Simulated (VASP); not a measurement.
# TlPb2 (Fd-3m) in VASP: notebook, part 2 of 2

VASP 6.6.1.

### Step 3. Single point, PBE (37.71 Å³/atom)

This run uses another cell than the first one, of 37.71 Å³/atom.

The input, INCAR:

```
PREC = Accurate
ENCUT = 520
EDIFF = 1E-6
ISMEAR = 0
SIGMA = 0.1
LREAL = False
LASPH = True
NELM = 60
ALGO = Fast
ISIF = 2
LWAVE = False
LCHARG = False
GGA = PE
NBANDS = 50
```

The input, KPOINTS:

```
regular mesh
0
Gamma
  8 8 8
```

The input, POSCAR:

```
TlPb2
1.0
    0.0000000000      4.8362844711      4.8362844711
    4.8362844711      0.0000000000      4.8362844711
    4.8362844711      4.8362844711      0.0000000000
Tl Pb
2 4
Direct
    0.0000000000      0.0000000000      0.0000000000
    0.2500000000      0.2500000000      0.2500000000
    0.6250000000      0.6250000000      0.6250000000
    0.1250000000      0.6250000000      0.6250000000
    0.6250000000      0.1250000000      0.6250000000
    0.6250000000      0.6250000000      0.1250000000
```

Potentials or basis: VASP PAW PBE potentials, release 64 (Tl_d, Pb_d).

On the command line:

```console
$ cat potpaw_PBE.64/Tl_d/POTCAR potpaw_PBE.64/Pb_d/POTCAR > POTCAR
$ mpirun -np 1 vasp_std > vasp.out
```

OUTCAR:

```text
PREC = Accurate
   ENCUT = 520
   EDIFF = 1E-6
   ISMEAR = 0
   LREAL = False
   LASPH = True
   NELM = 60
   ISIF = 2
   GGA = PE

 ion  position               nearest neighbor table
   1  0.000  0.000  0.000-   4 4.01   5 4.01   6 4.01   3 4.01   4 4.01   6 4.01   3 4.01   4 4.01
                             5 4.01   3 4.01   5 4.01   6 4.01
   2  0.250  0.250  0.250-   4 4.01   5 4.01   6 4.01   3 4.01   4 4.01   5 4.01   3 4.01   4 4.01
                             6 4.01   3 4.01   5 4.01   6 4.01
   3  0.625  0.625  0.625-   4 3.42   5 3.42   6 3.42   6 3.42   5 3.42   4 3.42   1 4.01   2 4.01
                             1 4.01   2 4.01   1 4.01   2 4.01
   4  0.125  0.625  0.625-   3 3.42   6 3.42   5 3.42   3 3.42   5 3.42   6 3.42   1 4.01   2 4.01
                             2 4.01   1 4.01   2 4.01   1 4.01
   5  0.625  0.125  0.625-   3 3.42   6 3.42   3 3.42   4 3.42   6 3.42   4 3.42   1 4.01   2 4.01
                             1 4.01   2 4.01   1 4.01   2 4.01
   6  0.625  0.625  0.125-   3 3.42   3 3.42   4 3.42   5 3.42   5 3.42   4 3.42   1 4.01   2 4.01
                             1 4.01   2 4.01   1 4.01   2 4.01

  LATTYP: Found a face centered cubic cell.
 ALAT       =     9.6725689422

  Lattice vectors:

 A1 = (   0.0000000000,   4.8362844711,   4.8362844711)
 A2 = (   4.8362844711,   0.0000000000,   4.8362844711)
 A3 = (   4.8362844711,   4.8362844711,   0.0000000000)

Analysis of symmetry for initial positions (statically):
=====================================================================
 Subroutine PRICEL returns:
 Original cell was already a primitive cell.

 Routine SETGRP: Setting up the symmetry group for a
 face centered cubic supercell.

 Subroutine GETGRP returns: Found 48 space group operations
 (whereof 24 operations were pure point group operations)
 out of a pool of 48 trial point group operations.

The static configuration has the point symmetry T_d .
 The point group associated with its full space group is O_h .

Analysis of symmetry for dynamics (positions and initial velocities):
=====================================================================
 Subroutine PRICEL returns:
 Original cell was already a primitive cell.

 Routine SETGRP: Setting up the symmetry group for a
 face centered cubic supercell.

 Subroutine GETGRP returns: Found 48 space group operations
 (whereof 24 operations were pure point group operations)
 out of a pool of 48 trial point group operations.

The dynamic configuration has the point symmetry T_d .
 The point group associated with its full space group is O_h .

 Subroutine INISYM returns: Found 48 space group operations
 (whereof 24 operations are pure point group operations),
 and found     1 'primitive' translations

----------------------------------------------------------------------------------------

                                     Primitive cell

  volume of cell :     226.2380

  direct lattice vectors                    reciprocal lattice vectors
     0.000000000  4.836284471  4.836284471    -0.103385151  0.103385151  0.103385151
     4.836284471  0.000000000  4.836284471     0.103385151 -0.103385151  0.103385151
     4.836284471  4.836284471  0.000000000     0.103385151  0.103385151 -0.103385151

  length of vectors
     6.839539091  6.839539091  6.839539091     0.179068334  0.179068334  0.179068334

  position of ions in fractional coordinates (direct lattice)
     0.000000000  0.000000000  0.000000000
     0.250000000  0.250000000  0.250000000
[... 67 lines left out ...]
   k-points           NKPTS =     29   k-points in BZ     NKDIM =     29   number of bands    NBANDS=     50
   number of dos      NEDOS =    301   number of ions     NIONS =      6
   total plane-waves  NPLWV = 157464
   dimension x,y,z NGX =    54 NGY =   54 NGZ =   54
   dimension x,y,z NGXF=   108 NGYF=  108 NGZF=  108
   ions per type =               2   4
   NGX,Y,Z   is equivalent  to a cutoff of  13.13, 13.13, 13.13 a.u.
   NGXF,Y,Z  is equivalent  to a cutoff of  26.25, 26.25, 26.25 a.u.
 SYSTEM =  unknown system
   PREC   = accura    normal or accurate (medium, high low for compatibility)
   ISTART =      0    job   : 0-new  1-cont  2-samecut
   ICHARG =      2    charge: 1-file 2-atom 10-const
   ISPIN  =      1    spin polarized calculation?
   LNONCOLLINEAR =      F non collinear calculations
   LSORBIT =      F    spin-orbit coupling
   LASPH  =      T    aspherical Exc in radial PAW
   ENCUT  =  520.0 eV  38.22 Ry    6.18 a.u.  12.72 12.72 12.72*2*pi/ulx,y,z
   NELM   =     60;   NELMIN=  2; NELMDL= -5     # of ELM steps
   EDIFF  = 0.1E-05   stopping-criterion for ELM
   LREAL  =      F    real-space projection
   EDIFFG = 0.1E-04   stopping-criterion for IOM
   NSW    =      0    number of steps for IOM
   IBRION =     -1    ionic relax: 0-MD 1-quasi-New 2-CG
   NFREE  =      0    steps in history (QN), initial steepest desc. (CG)
   ISIF   =      2    stress and relaxation
   ISYM   =      2    0-nonsym 1-usesym 2-fastsym
   POTIM  = 0.5000    time-step for ionic-motion
   TEBEG  =    0.0;   TEEND  =   0.0 temperature during run
   PSTRESS=    0.0 pullay stress
   NELECT =      82.0000    total number of electrons
   NUPDOWN=      -1.0000    fix difference up-down
   EMIN   =  10.00;   EMAX   =-10.00  energy-range for DOS
   EFERMI =   0.00;   METHOD = LEGACY
   ISMEAR =     0;   SIGMA  =   0.10  broadening in eV -4-tet -1-fermi 0-gaus
   EFERMI_NEDOS =   21; number of points for ismear=-14 and -15
   IALGO  =     68    algorithm
   IMIX   =      4    mixing-type and parameters
     AMIX     =   0.40;   BMIX     =  1.00
     AMIX_MAG =   1.60;   BMIX_MAG =  1.00
  volume/ion in A,a.u.               =      37.71       254.45
  Fermi-wavevector in a.u.,A,eV,Ry     =   1.167233  2.205751 18.537029  1.362433
  Thomas-Fermi vector in A             =   2.303736
   LORBIT       =      0    0 simple, 1 ext, 2 COOP (PROOUT), +10 PAW based schemes
   GGA     = PE    functional components
   LHFCALC =     F    Hartree Fock is set to
   AEXX    =    0.0000 exact exchange contribution
   IVDW    =     0    specifies the selected vdW correction
   LEPSILON=     F    determine dielectric tensor
   LRPA    =     F    only Hartree local field effects (RPA)
 non-spin polarized calculation
 RMM-DIIS sequential band-by-band and
 Gauss-broadening in eV      SIGMA  =   0.10
  energy-cutoff  :      520.00
  volume of cell :      226.24
 maximum number of plane-waves:      6116
 NGX is ok and might be reduce to    54
   NGX = 25   NGY = 25   NGZ = 25

 number of electron      81.9999991 magnetization

 Free energy of the ion-electron system (eV)
  ---------------------------------------------------
  ext. energy  EPLUGINS =         0.00000000
  ---------------------------------------------------
  free energy    TOTEN  =       -18.20895285 eV

  energy without entropy =      -18.18961112  energy(sigma->0) =      -18.19928198

 E-fermi :   4.7884     XC(G=0):  -9.0274

 val. band max:        4.7478661846   @ k =   0.3750   0.0000   0.0000
 cond. band min:       4.8326951032   @ k =   0.5000   0.0000   0.0000
 fundamental gap:      0.0848289187
 Fermi energy:         4.7883728161

 k-point     1 :       0.0000    0.0000    0.0000
  band No.  band energies     occupation
      1     -12.3680      2.00000
      2     -12.2749      2.00000
      3     -12.2749      2.00000
      4     -12.2749      2.00000
      5     -12.2749      2.00000
      6     -12.2749      2.00000
[... 1261 lines left out ...]
     49       8.3410      0.00000
     50       8.5415      0.00000

 [... further k-points ...]

------------------------ aborting loop because EDIFF is reached ----------------------------------------

  FORCE on cell =-STRESS in cart. coord.  units (eV):
  Direction    XX          YY          ZZ          XY          YZ          ZX
  --------------------------------------------------------------------------------------
  -------------------------------------------------------------------------------------
  Total       -3.3096256     -3.3096256     -3.3096256      0.0000000      0.0000000      0.0000000
  in kB      -23.4381829    -23.4381829    -23.4381829      0.0000000      0.0000000      0.0000000
  external PRESSURE =     -23.4381829 kB  Pullay stress =       0.0000000 kB

 VOLUME and BASIS-vectors are now :
 -----------------------------------------------------------------------------
  energy-cutoff  :      520.00
  volume of cell :      226.24
      direct lattice vectors                 reciprocal lattice vectors
     0.000000000  4.836284471  4.836284471    -0.103385151  0.103385151  0.103385151
     4.836284471  0.000000000  4.836284471     0.103385151 -0.103385151  0.103385151
     4.836284471  4.836284471  0.000000000     0.103385151  0.103385151 -0.103385151

 POSITION                                       TOTAL-FORCE (eV/Angst)
 -----------------------------------------------------------------------------------
      0.00000      0.00000      0.00000         0.000000      0.000000      0.000000
      2.41814      2.41814      2.41814        -0.000000     -0.000000     -0.000000
      6.04536      6.04536      6.04536        -0.000000     -0.000000      0.000000
      6.04536      3.62721      3.62721        -0.000000     -0.000000      0.000000
      3.62721      6.04536      3.62721        -0.000000     -0.000000      0.000000
      3.62721      3.62721      6.04536        -0.000000     -0.000000      0.000000
 -----------------------------------------------------------------------------------
    total drift:                               -0.000000      0.000000      0.000000

  FREE ENERGIE OF THE ION-ELECTRON SYSTEM (eV)
  ---------------------------------------------------
  free  energy   TOTEN  =       -18.2089528454 eV

  energy  without entropy=      -18.1896111204  energy(sigma->0) =      -18.19928198
```

OSZICAR:

```text
N       E                     dE             d eps       ncg     rms          rms(c)
DAV:   1     0.908665494651E+03    0.90867E+03   -0.39283E+04  2900   0.176E+03
DAV:   2     0.720233792200E+02   -0.83664E+03   -0.81676E+03  2900   0.480E+02
DAV:   3    -0.138003583543E+02   -0.85824E+02   -0.83270E+02  3322   0.192E+02
DAV:   4    -0.181355239297E+02   -0.43352E+01   -0.42937E+01  3366   0.421E+01
DAV:   5    -0.183212620210E+02   -0.18574E+00   -0.18569E+00  3896   0.853E+00    0.155E+00
RMM:   6    -0.182234934525E+02    0.97769E-01   -0.15236E-01  3126   0.223E+00    0.104E+00
RMM:   7    -0.182062655453E+02    0.17228E-01   -0.10706E-01  3297   0.181E+00    0.500E-01
RMM:   8    -0.182081610199E+02   -0.18955E-02   -0.23783E-02  3513   0.113E+00    0.496E-02
RMM:   9    -0.182088676976E+02   -0.70668E-03   -0.79211E-03  4224   0.548E-01    0.506E-02
RMM:  10    -0.182089403216E+02   -0.72624E-04   -0.96669E-04  4210   0.180E-01    0.256E-02
RMM:  11    -0.182089505069E+02   -0.10185E-04   -0.14548E-04  3617   0.100E-01    0.634E-03
RMM:  12    -0.182089529744E+02   -0.24675E-05   -0.60739E-05  4479   0.454E-02    0.300E-03
RMM:  13    -0.182089528454E+02    0.12910E-06   -0.57680E-06  2776   0.148E-02
   1 F= -.18208953E+02 E0= -.18199282E+02  d E =-.193417E-01
```

Run time: 3.9 min. Hardware: 1 thread of AMD EPYC 9R45 (Zen 5), shared host; peak memory 0.52 GiB.

What came out:

| Property | Result |
| --- | --- |
| Free energy | -18.2090 eV |
| Pressure | -2.3 GPa |
| Band gap on the k mesh | zero (bands 41 and 42 overlap by 1.81 eV) |

Caveat: spin-orbit coupling is left out, which moves the levels of the heavy elements.

### Step 4. Relaxation of cell and atoms, PBE

This run uses another cell than the first one, of 34.28 Å³/atom.

The input, INCAR:

```
PREC = Accurate
ENCUT = 600
EDIFF = 1E-6
ISMEAR = 0
SIGMA = 0.1
LREAL = F
LASPH = T
NELM = 80
ALGO = Fast
ISIF = 3
LWAVE = F
LCHARG = F
GGA = PE
IBRION = 2
NSW = 100
EDIFFG = -0.01
```

The input, KPOINTS:

```
Automatic mesh
0
Gamma
  8 8 8
```

POSCAR: that of step 3 with these lines changed.

```diff
@@ -2,5 +2,5 @@
 1.0
-    0.0000000000      4.8362844711      4.8362844711
-    4.8362844711      0.0000000000      4.8362844711
-    4.8362844711      4.8362844711      0.0000000000
+    0.0000000000      4.6850505000      4.6850505000
+    4.6850505000      0.0000000000      4.6850505000
+    4.6850505000      4.6850505000      0.0000000000
 Tl Pb
```

On the command line:

```console
$ cat potpaw_PBE.64/Tl_d/POTCAR potpaw_PBE.64/Pb_d/POTCAR > POTCAR
$ mpirun -np 1 vasp_std > vasp.out
```

It took 32 min on 1 thread of Intel Xeon 8259CL, shared host; peak memory 0.61 GiB.

It converged, with:

* Free energy: -18.3685 eV
* Relaxed volume: 34.30 Å³/atom
* Relaxed cell: a = 6.627 Å, b = 6.627 Å, c = 6.627 Å, α = 60.00°, β = 60.00°, γ = 60.00°
* Space group after relaxing (to 0.1 Å): Fd-3m (No. 227)
* Ionic steps: 3
* Pressure after relaxing: 0.0 GPa
* Band gap on the k mesh: zero (bands 41 and 42 overlap by 2.05 eV)

Final structure:
```
Tl Pb
1.0
     0.00000    4.68607    4.68607
     4.68607    0.00000    4.68607
     4.68607    4.68607    0.00000
Tl Pb
2 4
Direct
  0.00000 0.00000 0.00000
  0.25000 0.25000 0.25000
  0.62500 0.62500 0.62500
  0.12500 0.62500 0.62500
  0.62500 0.12500 0.62500
  0.62500 0.62500 0.12500
```

Levels at points of the mesh, in eV from the Fermi level:
```csv
k point,band 37,band 38,band 39,band 40,band 41,band 42,band 43,band 44,band 45,band 46
"(0.00, 0.00, 0.00)",-3.89,-2.57,-2.57,-2.57,-0.74,-0.74,0.43,0.43,0.43,4.19
"(0.50, 0.00, 0.00)",-2.57,-2.40,-2.40,0.02,0.02,0.73,0.73,0.73,1.44,2.16
"(0.50, 0.50, 0.00)",-1.25,-1.25,-0.99,-0.99,1.01,1.01,1.14,1.14,1.15,1.15
```

Caveat: spin-orbit coupling is left out, which moves the levels of the heavy elements.

### Step 5. Summary

```tsv
task	cell	cutoff (eV)	gap on the mesh (eV)	pressure (GPa)
single point	a = 6.756 Å, angles 60.0°, 6 atoms	520	none	-1.6
single point	a = 6.840 Å, angles 60.0°, 6 atoms	520	none	-2.3
relaxation of cell and atoms	relaxed from a = 6.626 Å, angles 60.0°, 6 atoms	600	none	0.0
```

Alike in all rows: level PBE; potentials or basis VASP PAW PBE potentials, release 64 (Tl_d, Pb_d); no spin polarisation; k mesh 8 × 8 × 8; smearing gaussian 0.1 eV.

Caveats: spin-orbit coupling is left out, which moves the levels of the heavy elements.

Absolute energies hang on the potentials; compare differences alone.

The gap in the log of VASP goes by the Fermi energy; the results here count the filled bands.